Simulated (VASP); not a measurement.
Crystal: NaH.

```
Na H
1.0
     3.31916   -0.02788    0.00000
    -1.68372    2.88842    0.00000
     0.00000    0.00000    5.83095
Na H
2 2
Direct
  0.00000 0.00000 0.00000
  0.00000 0.00000 0.50000
  0.33333 0.66667 0.25000
  0.66667 0.33333 0.75000
```

This cell differs from its parent crystal: shear xy strain -1.7%.

Base run:

```yaml
Program: VASP 6.6.1
Functional: PBE
Potentials_or_basis: VASP PAW PBE potentials, release 64 (Na_pv, H)
Cutoff: 520 eV
k_mesh: 12 × 12 × 4
Occupations: fermi-dirac, width 0.02 eV
Spin: no spin polarisation
```

Its results: band gap on the k mesh 3.39 eV (least direct gap 4.49 eV); pressure 0.6 GPa.

Question: The run is repeated on the same cell with these changes: functional from PBE to r2SCAN; occupations from fermi-dirac, width 0.02 eV to gaussian, width 0.01 eV. What comes out?

Answer: Band gap on the k mesh 4.01 eV (least direct gap 5.05 eV); pressure -0.2 GPa.

Caveats: the PAW data sets were made with another functional, which shifts forces and pressure a little (at least some runs).

A k mesh can miss the band edges.
